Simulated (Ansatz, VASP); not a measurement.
One calculation of BP2, two programs

```
B P
1.0
     0.00000    2.71611    2.71611
     2.71611    0.00000    2.71611
     2.71611    2.71611    0.00000
B P
1 2
Direct
  0.00000 0.00000 0.00000
  0.25000 0.25000 0.25000
  0.75000 0.75000 0.75000
```

Alike in both runs: task relaxation of cell and atoms; functional PBE; k mesh 6 × 6 × 6; occupations gaussian, width 0.1 eV; no spin polarisation.

```csv
,VASP,Ansatz
version,VASP 6.6.1,Ansatz 0.2.0
potentials or method,"VASP PAW PBE potentials, release 64 (B, P), cutoff 600 eV","scalar-relativistic, plane waves, PAW"
valence electrons in the cell,13,13
```

Ansatz gave:

```
gap on the k mesh at the Fermi level, each at its own relaxed structure (eV) : none
relaxed volume (Å³/atom)                                                     : 12.42
relaxed cell length with the largest relative difference (Å)                 : 3.749
```

Which values does VASP return?

gap on the k mesh at the Fermi level, each at its own relaxed structure (eV): none; relaxed volume (Å³/atom): 12.39; relaxed cell length with the largest relative difference (Å): 3.746.

A gap of «none» marks a metal or a gap that the smearing closes.
